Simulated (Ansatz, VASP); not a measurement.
# One calculation of Ir, two programs

```xyz
1
Lattice="2.5851 0.0000 0.0000 0.0000 2.5851 0.0000 0.0000 0.0000 2.5851" Properties=species:S:1:pos:R:3 pbc="T T T"
Ir    0.0000    0.0000    0.0000
```

Alike in both runs: task single point; functional RPBE; k mesh 14 × 14 × 14; occupations fermi-dirac, width 0.1 eV; no spin polarisation.

|  | VASP | Ansatz |
| --- | --- | --- |
| version | VASP 6.6.1 | Ansatz 0.2.0 |
| potentials or method | VASP PAW PBE potentials, release 64 (Ir), cutoff 520 eV | plane waves (420 eV) with PAW, scalar-relativistic |
| valence electrons in the cell | 9 | 17 |

Ansatz gave:

- pressure (GPa): -0.5

Problem. What did VASP give for the same quantities?

Solution. Pressure (GPa): -0.4.

VASP's potentials were made for PBE, not for RPBE. With one functional, cell and mesh, what is left measures potentials, basis and numerics. VASP's potentials hold 9 valence electrons a cell and Ansatz's 17, so a difference there can come from the potentials and not from the codes.

Neither program's run includes spin-orbit coupling.
